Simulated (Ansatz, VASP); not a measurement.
One calculation of CoSi2, two programs

```xyz
3
Lattice="0.0000 2.6513 2.6513 2.6513 0.0000 2.6513 2.6513 2.6513 0.0000" Properties=species:S:1:pos:R:3 pbc="T T T"
Co    0.0000    0.0000    0.0000
Si    1.3256    1.3256    1.3256
Si    3.9769    3.9769    3.9769
```

Alike in both runs: task single point; functional r2SCAN; k mesh 12 × 12 × 12; occupations gaussian, width 0.05 eV; collinear spin.

|  | VASP | Ansatz |
| --- | --- | --- |
| version | VASP 6.6.1 | Ansatz 0.2.0 |
| potentials or method | VASP PAW PBE potentials, release 64 (Co, Si), cutoff 520 eV | scalar-relativistic, plane waves, PAW |
| valence electrons in the cell | 17 | 25 |

```tsv
	VASP	Ansatz	Ansatz less VASP
gap on the k mesh at the Fermi level (eV)	none	none	-
pressure (GPa)	1.3	1.4	+0.09
net moment per atom (μB)	0.00	0.00	0.000
```

VASP's potentials were made for PBE, not for r2SCAN. A gap of «none» marks a metal or a gap that the smearing closes. VASP's potentials hold 17 valence electrons a cell and Ansatz's 25, so a difference there can come from the potentials and not from the codes. Ansatz's warnings: seeded moment not kept, stability check not made.
